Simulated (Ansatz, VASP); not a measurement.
Given: the input of a run of VASP 6.6.1 on Sb.

Contents of INCAR:

```
SYSTEM = Sb
PREC     = Accurate       ! precision mode
ENCUT    = 600            ! plane-wave cutoff, eV
EDIFF    = 1E-6           ! SCF threshold, eV
ISMEAR   = -1             ! smearing method
SIGMA    = 0.05           ! smearing width, eV
LREAL    = .FALSE.        ! projectors in reciprocal space
LASPH    = .TRUE.         ! aspherical terms in the spheres
NELM     = 100            ! most SCF steps
ALGO     = Normal         ! electronic algorithm
ISIF     = 3              ! what is computed and relaxed
LWAVE    = .FALSE.        ! write WAVECAR
LCHARG   = .FALSE.        ! write CHGCAR
GGA      = B5             ! functional
ALDAX    = 1.0          
AGGAX    = 1.0          
AGGAC    = 1.0          
ALDAC    = 0.0          
IVDW     = 12             ! dispersion correction
VDW_S6   = 1.0          
VDW_S8   = 2.6996       
VDW_A1   = 0.4298       
VDW_A2   = 4.2359       
IBRION   = 2              ! ionic algorithm
NSW      = 60             ! ionic steps
EDIFFG   = -0.01          ! ionic threshold
```

KPOINTS

```
Automatic mesh
0
G
  8 8 8
  0 0 0
```

Contents of POSCAR:

```
Sb
1.0
    2.1542000000      1.2437279499      3.7580000000
   -2.1542000000      1.2437279499      3.7580000000
    0.0000000000     -2.4874558998      3.7580000000
Sb
2
Direct
    0.7665100000      0.7665100000      0.7665100000
    0.2334900000      0.2334900000      0.2334900000
```

Potentials or basis: VASP PAW PBE potentials, release 64 (Sb).

Launch:

```bash
$ cat potpaw_PBE.64/Sb/POTCAR > POTCAR
$ mpirun -np 1 vasp_std > vasp.out
```

Problem. Translate it to Ansatz 0.2.0. Potentials there: Ansatz PAW.

Solution. As run (the cutoff follows the program's own potentials):

The input input.yaml:

```yaml
crystal:
  lattice:
    - [2.1542, 1.2437279499, 3.758]
    - [-2.1542, 1.2437279499, 3.758]
    - [0.0, -2.4874558998, 3.758]
  atoms:
    - { symbol: Sb, position: [0.76651, 0.76651, 0.76651] }
    - { symbol: Sb, position: [0.23349, 0.23349, 0.23349] }
hamiltonian:
  xc: blyp
  pseudopotentials: { kind: paw }
  dispersion: d3bj
kpoints:
  mp_grid: { grid: [8, 8, 8] }
scf:
  occupations: { method: fermi_dirac, width: 0.05 }
output:
  forces: true
  stress: true
  eigenvalues: true
relax:
  f_tol: 0.01
  max_steps: 40
  cell: { stress_tol: 0.05 }
```

Potentials or basis: Ansatz PAW.

Command:

```console
$ ansatz run input.yaml --threads 2 --pin off --max-ram 5632MiB --backend cpu --events-out ev --progress --plain --runs-dir out
```

Both were run:

|  | VASP | Ansatz | Ansatz less VASP |
| --- | --- | --- | --- |
| gap on the k mesh at the Fermi level, each at its own relaxed structure (eV) | none | none | - |
| relaxed volume (Å³/atom) | 30.36 | 30.28 | -0.078 |
| relaxed cell length with the largest relative difference (Å) | 4.485 | 4.485 | +0.0002 |

VASP's potentials were made for PBE, not for BLYP. A gap of «none» marks a metal or a gap that the smearing closes. VASP's potentials hold 10 valence electrons a cell and Ansatz's 30, so a difference there can come from the potentials and not from the codes.

Spin-orbit coupling is off throughout. Noted on Ansatz's run: the plane-wave basis is chosen anew once the cell has moved, so the energies of steps on either side of that aren't comparable.
